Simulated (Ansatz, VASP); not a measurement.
AlN: VASP beside Ansatz

INCAR

```
SYSTEM = AlN
ALGO = Normal
EDIFF = 1E-7
ENCUT = 520
GGA = PE
ISIF = 2
ISMEAR = 0
LASPH = .True.
LCHARG = .True.
LELF = .True.
LREAL = .False.
LVHAR = .True.
LWAVE = .False.
NBANDS = 16
NELM = 60
PREC = Accurate
SIGMA = 0.05
```

Contents of KPOINTS:

```
k-points
0
Gamma
  6 6 4
  0 0 0
```

Contents of POSCAR:

```
AlN
1.0
    3.1107606290      0.0000000000      0.0000000000
   -1.5553803145      2.6939977298      0.0000000000
    0.0000000000      0.0000000000      4.9787706144
Al N
2 2
Direct
    0.3333333333      0.6666666667      0.0015708995
    0.6666666667      0.3333333333      0.5015708995
    0.3333333333      0.6666666667      0.3834291005
    0.6666666667      0.3333333333      0.8834291005
```

Input for Ansatz:

```yaml
crystal:
  lattice:
    - [3.110760629, 0.0, 0.0]
    - [-1.5553803145, 2.6939977298, 0.0]
    - [0.0, 0.0, 4.9787706144]
  atoms:
    - { symbol: Al, position: [0.3333333333, 0.6666666667, 0.0015708995] }
    - { symbol: Al, position: [0.6666666667, 0.3333333333, 0.5015708995] }
    - { symbol: "N", position: [0.3333333333, 0.6666666667, 0.3834291005] }
    - { symbol: "N", position: [0.6666666667, 0.3333333333, 0.8834291005] }
basis:
  ecutwfc: 420
  ecutrho_ratio: 4
kpoints:
  mp_grid: { grid: [6, 6, 4] }
hamiltonian:
  xc: pbe
scf:
  occupations: { method: gaussian, width: 0.05 }
output:
  forces: true
  stress: true
  eigenvalues: true
  populations: true
  write_density: true
  write_potential: true
  elf: true
  volumetric_format: npy
```

Alike in both runs: task single point; functional PBE; k mesh 6 × 6 × 4; occupations gaussian, width 0.05 eV; no spin polarisation.

|  | VASP | Ansatz |
| --- | --- | --- |
| version | VASP 6.6.1 | Ansatz 0.2.0 |
| potentials or method | VASP PAW PBE potentials, release 64 (Al, N), cutoff 520 eV | scalar-relativistic, plane waves, PAW |
| valence electrons in the cell | 16 | 16 |

|  | VASP | Ansatz | Ansatz less VASP |
| --- | --- | --- | --- |
| gap on the k mesh at the Fermi level (eV) | 4.21 | 4.20 | -0.011 |
| least direct gap on the mesh (eV) | 4.21 | 4.20 | -0.011 |
| pressure (GPa) | 3.8 | 4.1 | +0.26 |
| traceless stress, the component that is largest in VASP (GPa) | 0.13 | 0.09 | -0.038 |
| rms of the force components (eV/Å) | 0.004 | 0.005 | +0.0003 |

Atom by atom the forces differ by 0.000 eV/Å (rms over components). With one functional, cell and mesh, what is left measures potentials, basis and numerics.
